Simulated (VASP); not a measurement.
# Ba (I4/mmm) in VASP: notebook, part 3 of 3

VASP 6.6.1. The steps go on from the part before.

**5. Single point, PBEsol**

File INCAR:

```
  PREC = Accurate
  ENCUT = 520
  EDIFF = 1E-7
  ISMEAR = 0
  SIGMA = 0.15
  LREAL = F
  LASPH = T
  NELM = 60
  ALGO = Fast
  ISIF = 2
  LWAVE = F
  LCHARG = F
  GGA = PS
  NBANDS = 11
```

File KPOINTS:

```
Automatic mesh
0
Gamma
  16 16 16
```

File POSCAR:

```
Ba
1.0
   -2.7158668521      2.7158668521      2.1183761447
    2.7158668521     -2.7158668521      2.1183761447
    2.7158668521      2.7158668521     -2.1183761447
Ba
1
Direct
    0.0000000000      0.0000000000      0.0000000000
```

Potentials or basis: VASP PAW PBE potentials, release 64 (Ba_sv).

Launch:

```bash
> cat potpaw_PBE.64/Ba_sv/POTCAR > POTCAR
> mpirun -np 1 vasp_std > vasp.out
```

OUTCAR:

```text
PREC = Accurate
   ENCUT = 520
   EDIFF = 1E-7
   ISMEAR = 0
   LREAL = F
   LASPH = T
   NELM = 60
   ISIF = 2
   GGA = PS

 ion  position               nearest neighbor table
   1  0.000  0.000  0.000-

  LATTYP: Found a body centered tetragonal cell.
 ALAT       =     5.4317337042
 C/A-ratio  =     0.7800000000

  Lattice vectors:

 A1 = (  -2.7158668521,   2.7158668521,   2.1183761447)
 A2 = (   2.7158668521,  -2.7158668521,   2.1183761447)
 A3 = (   2.7158668521,   2.7158668521,  -2.1183761447)

Analysis of symmetry for initial positions (statically):
=====================================================================
 Subroutine PRICEL returns:
 Original cell was already a primitive cell.

 Routine SETGRP: Setting up the symmetry group for a
 body centered tetragonal supercell.

 Subroutine GETGRP returns: Found 16 space group operations
 (whereof 16 operations were pure point group operations)
 out of a pool of 16 trial point group operations.

The static configuration has the point symmetry D_4h.

Analysis of symmetry for dynamics (positions and initial velocities):
=====================================================================
 Subroutine PRICEL returns:
 Original cell was already a primitive cell.

 Routine SETGRP: Setting up the symmetry group for a
 body centered tetragonal supercell.

 Subroutine GETGRP returns: Found 16 space group operations
 (whereof 16 operations were pure point group operations)
 out of a pool of 16 trial point group operations.

The dynamic configuration has the point symmetry D_4h.

 Subroutine INISYM returns: Found 16 space group operations
 (whereof 16 operations are pure point group operations),
 and found     1 'primitive' translations

----------------------------------------------------------------------------------------

                                     Primitive cell

  volume of cell :      62.5000

  direct lattice vectors                    reciprocal lattice vectors
    -2.715866852  2.715866852  2.118376145     0.000000000  0.184103282  0.236029848
     2.715866852 -2.715866852  2.118376145     0.184103282  0.000000000  0.236029848
     2.715866852  2.715866852 -2.118376145     0.184103282  0.184103282  0.000000000

  length of vectors
     4.386272108  4.386272108  4.386272108     0.299339452  0.299339452  0.260361358

  position of ions in fractional coordinates (direct lattice)
     0.000000000  0.000000000  0.000000000

  ion indices of the primitive-cell ions
   primitive index   ion index
                 1           1

----------------------------------------------------------------------------------------

 KPOINTS: Automatic mesh

Automatic generation of k-mesh.
 Grid dimensions read from file:
 generate k-points for:   16   16   16

 Generating k-lattice:

  Cartesian coordinates                     Fractional coordinates (reciprocal lattice)
     0.000000000  0.011506455  0.014751866     0.062500000  0.000000000  0.000000000
     0.011506455  0.000000000  0.014751866     0.000000000  0.062500000  0.000000000
     0.011506455  0.011506455  0.000000000     0.000000000  0.000000000  0.062500000

  Length of vectors
     0.018708716  0.018708716  0.016272585

  Shift w.r.t. Gamma in fractional coordinates (k-lattice)
     0.000000000  0.000000000  0.000000000

 Subroutine IBZKPT returns following result:
 ===========================================

 Found    349 irreducible k-points:

 Following reciprocal coordinates:
            Coordinates               Weight
  0.000000  0.000000  0.000000      1.000000
  0.062500 -0.000000  0.000000      8.000000
  0.125000 -0.000000  0.000000      8.000000
  0.187500 -0.000000  0.000000      8.000000
  0.250000 -0.000000  0.000000      8.000000
  0.312500 -0.000000  0.000000      8.000000
[... 16 lines left out ...]
 -0.125000  0.062500  0.000000     16.000000
 -0.062500  0.062500  0.000000      4.000000
 [... further k-points ...]
   k-points           NKPTS =    349   k-points in BZ     NKDIM =    349   number of bands    NBANDS=     11
   number of dos      NEDOS =    301   number of ions     NIONS =      1
   total plane-waves  NPLWV =  46656
   dimension x,y,z NGX =    36 NGY =   36 NGZ =   36
   dimension x,y,z NGXF=    72 NGYF=   72 NGZF=   72
   ions per type =               1
   NGX,Y,Z   is equivalent  to a cutoff of  13.64, 13.64, 13.64 a.u.
   NGXF,Y,Z  is equivalent  to a cutoff of  27.29, 27.29, 27.29 a.u.
 SYSTEM =  unknown system
   PREC   = accura    normal or accurate (medium, high low for compatibility)
   ISTART =      0    job   : 0-new  1-cont  2-samecut
   ICHARG =      2    charge: 1-file 2-atom 10-const
   ISPIN  =      1    spin polarized calculation?
   LNONCOLLINEAR =      F non collinear calculations
   LSORBIT =      F    spin-orbit coupling
   LASPH  =      T    aspherical Exc in radial PAW
   ENCUT  =  520.0 eV  38.22 Ry    6.18 a.u.   8.16  8.16  8.16*2*pi/ulx,y,z
   NELM   =     60;   NELMIN=  2; NELMDL= -5     # of ELM steps
   EDIFF  = 0.1E-06   stopping-criterion for ELM
   LREAL  =      F    real-space projection
   EDIFFG = 0.1E-05   stopping-criterion for IOM
   NSW    =      0    number of steps for IOM
   IBRION =     -1    ionic relax: 0-MD 1-quasi-New 2-CG
   NFREE  =      0    steps in history (QN), initial steepest desc. (CG)
   ISIF   =      2    stress and relaxation
   ISYM   =      2    0-nonsym 1-usesym 2-fastsym
   POTIM  = 0.5000    time-step for ionic-motion
   TEBEG  =    0.0;   TEEND  =   0.0 temperature during run
   PSTRESS=    0.0 pullay stress
   NELECT =      10.0000    total number of electrons
   NUPDOWN=      -1.0000    fix difference up-down
   EMIN   =  10.00;   EMAX   =-10.00  energy-range for DOS
   EFERMI =   0.00;   METHOD = LEGACY
   ISMEAR =     0;   SIGMA  =   0.15  broadening in eV -4-tet -1-fermi 0-gaus
   EFERMI_NEDOS =   21; number of points for ismear=-14 and -15
   IALGO  =     68    algorithm
   IMIX   =      4    mixing-type and parameters
     AMIX     =   0.40;   BMIX     =  1.00
     AMIX_MAG =   1.60;   BMIX_MAG =  1.00
  volume/ion in A,a.u.               =      62.50       421.77
  Fermi-wavevector in a.u.,A,eV,Ry     =   0.888754  1.679501 10.747016  0.789883
  Thomas-Fermi vector in A             =   2.010225
   LORBIT       =      0    0 simple, 1 ext, 2 COOP (PROOUT), +10 PAW based schemes
   GGA     = PS    functional components
   LHFCALC =     F    Hartree Fock is set to
   AEXX    =    0.0000 exact exchange contribution
   IVDW    =     0    specifies the selected vdW correction
   LEPSILON=     F    determine dielectric tensor
   LRPA    =     F    only Hartree local field effects (RPA)
 non-spin polarized calculation
 RMM-DIIS sequential band-by-band and
 Gauss-broadening in eV      SIGMA  =   0.15
  energy-cutoff  :      520.00
  volume of cell :       62.50
 maximum number of plane-waves:      1700
 NGX is ok and might be reduce to    36
   NGX = 17   NGY = 17   NGZ = 17

 number of electron      10.0000000 magnetization

 Free energy of the ion-electron system (eV)
  ---------------------------------------------------
  ext. energy  EPLUGINS =         0.00000000
  ---------------------------------------------------
  free energy    TOTEN  =        -2.08928822 eV

  energy without entropy =       -2.07616616  energy(sigma->0) =       -2.08272719

 E-fermi :   1.5930     XC(G=0):  -7.5273

 val. band max:        1.5871357637   @ k =   0.3125   0.1875   0.1875
 cond. band min:       1.5955257456   @ k =  -0.3125  -0.3750   0.2500
 fundamental gap:      0.0083899819
 Fermi energy:         1.5929610829

 k-point     1 :       0.0000    0.0000    0.0000
  band No.  band energies     occupation
      1     -27.3119      2.00000
      2     -12.2518      2.00000
      3     -12.2518      2.00000
      4     -12.1805      2.00000
      5      -1.2000      2.00000
      6       2.4930      0.00000
      7       3.4874      0.00000
      8       4.2182      0.00000
      9       4.2182      0.00000
     10       5.7289      0.00000
     11       8.0703      0.00000
[... 309 lines left out ...]
 k-point    24 :      -0.0625    0.0625    0.0000
  band No.  band energies     occupation
      1     -27.3106      2.00000
      2     -12.2704      2.00000
      3     -12.2506      2.00000
      4     -12.1837      2.00000
      5      -1.1377      2.00000
      6       2.5037      0.00000
      7       3.4334      0.00000
      8       4.1873      0.00000
      9       4.2790      0.00000
     10       5.6523      0.00000
     11       8.1964      0.00000

 [... further k-points ...]

------------------------ aborting loop because EDIFF is reached ----------------------------------------

  FORCE on cell =-STRESS in cart. coord.  units (eV):
  Direction    XX          YY          ZZ          XY          YZ          ZX
  --------------------------------------------------------------------------------------
  -------------------------------------------------------------------------------------
  Total       -0.4616495     -0.4616495      0.4655165      0.0000000      0.0000000      0.0000000
  in kB      -11.8343108    -11.8343108     11.9334403      0.0000000      0.0000000      0.0000000
  external PRESSURE =      -3.9117271 kB  Pullay stress =       0.0000000 kB

 VOLUME and BASIS-vectors are now :
 -----------------------------------------------------------------------------
  energy-cutoff  :      520.00
  volume of cell :       62.50
      direct lattice vectors                 reciprocal lattice vectors
    -2.715866852  2.715866852  2.118376145     0.000000000  0.184103282  0.236029848
     2.715866852 -2.715866852  2.118376145     0.184103282  0.000000000  0.236029848
     2.715866852  2.715866852 -2.118376145     0.184103282  0.184103282  0.000000000

 POSITION                                       TOTAL-FORCE (eV/Angst)
 -----------------------------------------------------------------------------------
      0.00000      0.00000      0.00000        -0.000000      0.000000      0.000000
 -----------------------------------------------------------------------------------
    total drift:                               -0.000000      0.000000      0.000000

  FREE ENERGIE OF THE ION-ELECTRON SYSTEM (eV)
  ---------------------------------------------------
  free  energy   TOTEN  =        -2.0892882158 eV

  energy  without entropy=       -2.0761661595  energy(sigma->0) =       -2.08272719
```

It took 98 s on 1 thread of Intel Xeon 6975P-C (Granite Rapids), shared host; peak memory 0.38 GiB.

What came out:

```yaml
Free_energy: -2.0893 eV
Pressure: -0.4 GPa
Band_gap_on_the_k_mesh: zero (band 5 reaches 1.91 eV, above the bottom of band 6 at 1.13 eV)
```

Levels at points of the mesh, in eV from the Fermi level:
| k point | band 3 | band 4 | band 5 | band 6 | band 7 | band 8 |
| --- | --- | --- | --- | --- | --- | --- |
| (0.00, 0.00, 0.00) | -13.84 | -13.77 | -2.79 | 0.90 | 1.89 | 2.63 |
| (0.50, 0.00, 0.00) | -13.98 | -13.91 | -0.86 | 0.23 | 1.67 | 3.03 |
| (0.50, 0.50, 0.00) | -13.86 | -13.81 | -1.08 | 0.79 | 1.85 | 1.97 |
| (0.50, 0.50, 0.50) | -14.21 | -13.95 | -0.72 | -0.46 | 3.46 | 3.46 |

Caveat: the PAW data sets were made with another functional, which shifts forces and pressure a little; spin-orbit coupling is left out, which moves the levels of the heavy elements.

**6. Single point, PBEsol**

File INCAR:

```
PREC     = Accurate       # precision mode
ENCUT    = 520            # plane-wave cutoff, eV
EDIFF    = 1E-6           # SCF threshold, eV
ISMEAR   = 0              # smearing method
SIGMA    = 0.15           # smearing width, eV
LREAL    = F              # projectors in reciprocal space
LASPH    = T              # aspherical terms in the spheres
NELM     = 100            # most SCF steps
ALGO     = Fast           # electronic algorithm
ISIF     = 2              # what is computed and relaxed
LWAVE    = F              # write WAVECAR
LCHARG   = T              # write CHGCAR
GGA      = PS             # functional
LELF     = T              # ELF
LVHAR    = T            
NBANDS   = 11             # bands
```

File KPOINTS:

```
regular mesh
0
Gamma
  16 16 16
```

File POSCAR:

```
Ba
1.0
   -2.2906508177      2.2906508177      2.9778460630
    2.2906508177     -2.2906508177      2.9778460630
    2.2906508177      2.2906508177     -2.9778460630
Ba
1
Direct
    0.0000000000      0.0000000000      0.0000000000
```

Potentials or basis: VASP PAW PBE potentials, release 64 (Ba_sv).

Launch:

```bash
> cat potpaw_PBE.64/Ba_sv/POTCAR > POTCAR
> mpirun -np 1 vasp_std > vasp.out
```

OUTCAR:

```text
PREC = Accurate
   ENCUT = 520
   EDIFF = 1E-6
   ISMEAR = 0
   LREAL = F
   LASPH = T
   NELM = 100
   ISIF = 2
   GGA = PS

 ion  position               nearest neighbor table
   1  0.000  0.000  0.000-

  LATTYP: Found a body centered tetragonal cell.
 ALAT       =     4.5813016354
 C/A-ratio  =     1.3000000000

  Lattice vectors:

 A1 = (  -2.2906508177,   2.2906508177,   2.9778460630)
 A2 = (   2.2906508177,  -2.2906508177,   2.9778460630)
[... 519 lines left out ...]
     11       7.8804      0.00000

 [... further k-points ...]

------------------------ aborting loop because EDIFF is reached ----------------------------------------

  FORCE on cell =-STRESS in cart. coord.  units (eV):
  Direction    XX          YY          ZZ          XY          YZ          ZX
  --------------------------------------------------------------------------------------
  -------------------------------------------------------------------------------------
  Total       -0.1743366     -0.1743366     -0.1830327      0.0000000     -0.0000000      0.0000000
  in kB       -4.4690896     -4.4690896     -4.6920123      0.0000000     -0.0000000      0.0000000
  external PRESSURE =      -4.5433972 kB  Pullay stress =       0.0000000 kB

 VOLUME and BASIS-vectors are now :
 -----------------------------------------------------------------------------
  energy-cutoff  :      520.00
  volume of cell :       62.50
      direct lattice vectors                 reciprocal lattice vectors
    -2.290650818  2.290650818  2.977846063     0.000000000  0.218278577  0.167906597
     2.290650818 -2.290650818  2.977846063     0.218278577  0.000000000  0.167906597
     2.290650818  2.290650818 -2.977846063     0.218278577  0.218278577  0.000000000

 POSITION                                       TOTAL-FORCE (eV/Angst)
 -----------------------------------------------------------------------------------
      0.00000      0.00000      0.00000         0.000000     -0.000000      0.000000
 -----------------------------------------------------------------------------------
    total drift:                               -0.000000      0.000000      0.000000

  FREE ENERGIE OF THE ION-ELECTRON SYSTEM (eV)
  ---------------------------------------------------
  free  energy   TOTEN  =        -2.1349329800 eV

  energy  without entropy=       -2.1168612459  energy(sigma->0) =       -2.12589711
```

stdout:

```text
POSCAR found type information on POSCAR Ba
 POSCAR found :  1 types and       1 ions
 scaLAPACK will be used
 -----------------------------------------------------------------------------
|                                                                             |
|                                                                             |
|     You enforced a specific xc type in the INCAR file but a different       |
|     I HOPE YOU KNOW WHAT YOU ARE DOING!                                     |
|                                                                             |
 -----------------------------------------------------------------------------

 LDA part: xc-table for (Slater+PW92), standard interpolation
 POSCAR, INCAR and KPOINTS ok, starting setup
 FFT: planning ... GRIDC
 FFT: planning ... GRID_SOFT
 FFT: planning ... GRID
 WAVECAR not read
 entering main loop
WARNING in EDDRMM: call to ZHEGV failed, returncode =   8  4      7
WARNING in EDDRMM: call to ZHEGV failed, returncode =   6  3      6
```

Wall time 86 s (1 thread of Intel Xeon 6975P-C (Granite Rapids), shared host); peak memory 0.38 GiB.

What came out:

- Free energy: -2.1349 eV
- Pressure: -0.5 GPa
- Band gap on the k mesh: zero (band 5 reaches 1.77 eV, above the bottom of band 6 at 1.30 eV)

Levels at points of the mesh, in eV from the Fermi level:
```csv
k point,band 2,band 3,band 4,band 5,band 6,band 7,band 8,band 9
"(0.00, 0.00, 0.00)",-13.80,-13.80,-13.80,-2.81,1.65,1.65,2.09,2.96
"(0.50, 0.00, 0.00)",-14.28,-13.89,-13.83,-0.98,1.09,1.34,1.94,4.35
"(0.50, 0.50, 0.00)",-14.25,-13.98,-13.91,-0.86,-0.11,1.86,4.47,4.64
"(0.50, 0.50, 0.50)",-14.24,-14.01,-14.01,-0.78,-0.30,2.57,4.57,4.93
```

Caveat: the PAW data sets were made with another functional, which shifts forces and pressure a little; spin-orbit coupling is left out, which moves the levels of the heavy elements.

**7. Summary**

| cell | further INCAR settings | gap on the mesh (eV) | pressure (GPa) |
| --- | --- | --- | --- |
| a = 4.437 Å, angles 101.5, 101.5, 126.9°, 1 atom | ALGO = Fast; EDIFF = 1e-06; NBANDS = 11 | none | -0.2 |
| a = 4.355 Å, angles 105.4, 105.4, 118.0°, 1 atom | ALGO = Fast; EDIFF = 1e-06; NBANDS = 11 | none | -0.5 |
| a = 4.363 Å, angles 114.7, 114.7, 99.4°, 1 atom | ALGO = Fast; EDIFF = 1e-06; NBANDS = 11 | none | -0.5 |
| a = 4.386 Å, angles 103.5, 103.5, 122.2°, 1 atom | ALGO = Fast; EDIFF = 1e-07; NBANDS = 11 | none | -0.4 |
| a = 4.400 Å, angles 117.3, 117.3, 94.8°, 1 atom | ALGO = Fast; EDIFF = 1e-06; NBANDS = 11 | none | -0.5 |

Alike in all rows: task single point; level PBEsol; potentials or basis VASP PAW PBE potentials, release 64 (Ba_sv); no spin polarisation; k mesh 16 × 16 × 16; cutoff (eV) 520; smearing gaussian 0.15 eV.

Caveats: the PAW data sets were made with another functional, which shifts forces and pressure a little; spin-orbit coupling is left out, which moves the levels of the heavy elements.

Absolute energies hang on the potentials; compare differences alone.
